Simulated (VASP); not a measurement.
Set up this calculation in VASP 6.6.1, as the native input.

- Task: single point
- Functional: PBEsol
- Dispersion: D4
- Potentials or basis: VASP PAW PBE potentials, release 64 (Pt, Al)
- Cutoff: 520 eV
- k mesh: 8 × 8 × 8
- Occupations: fermi-dirac, width 0.05 eV
- Spin: no spin polarisation
- Dipole correction: no
- Further INCAR settings: ALGO = Fast; EDIFF = 1e-06; NBANDS = 15

The structure of Al2Pt lies in POSCAR:

```
Al2Pt
1.0
    0.0000000000      2.9333808106      2.9333808106
    2.9333808106      0.0000000000      2.9333808106
    2.9333808106      2.9333808106      0.0000000000
Pt Al
1 2
Direct
    0.0000000000      0.0000000000      0.0000000000
    0.7500000000      0.7500000000      0.7500000000
    0.2500000000      0.2500000000      0.2500000000
```

The input as run:

INCAR

```
ALGO     = Fast           # electronic algorithm
EDIFF    = 1E-6           # SCF threshold, eV
ENCUT    = 520            # plane-wave cutoff, eV
GGA      = PS             # functional
ISIF     = 2              # what is computed and relaxed
ISMEAR   = -1             # smearing method
IVDW     = 13             # dispersion correction
LASPH    = True           # aspherical terms in the spheres
LCHARG   = False          # write CHGCAR
LREAL    = False          # projectors in reciprocal space
LWAVE    = False          # write WAVECAR
NBANDS   = 15             # bands
NELM     = 80             # most SCF steps
PREC     = Accurate       # precision mode
SIGMA    = 0.05           # smearing width, eV
```

KPOINTS

```
k-points
0
Gamma
  8 8 8
```

Potentials or basis: VASP PAW PBE potentials, release 64 (Pt, Al).

Launch:

```sh
$ cat potpaw_PBE.64/Pt/POTCAR potpaw_PBE.64/Al/POTCAR > POTCAR
$ mpirun -np 1 vasp_std > vasp.out
```

It gave:

```yaml
Pressure: -0.1 GPa
Band_gap_on_the_k_mesh: zero (band 8 reaches 11.86 eV, above the bottom of band 9 at 6.40 eV)
Dispersion_energy_per_atom: -0.256 eV
```

Caveat: the PAW data sets were made with another functional, which shifts forces and pressure a little; spin-orbit coupling is left out, which moves the levels of the heavy elements; pairwise dispersion overbinds metals, which lowers pressure and volume.

Wall time 33 s on 1 thread of Intel Xeon 6975P-C, with other jobs on the host, peak memory 0.18 GiB.
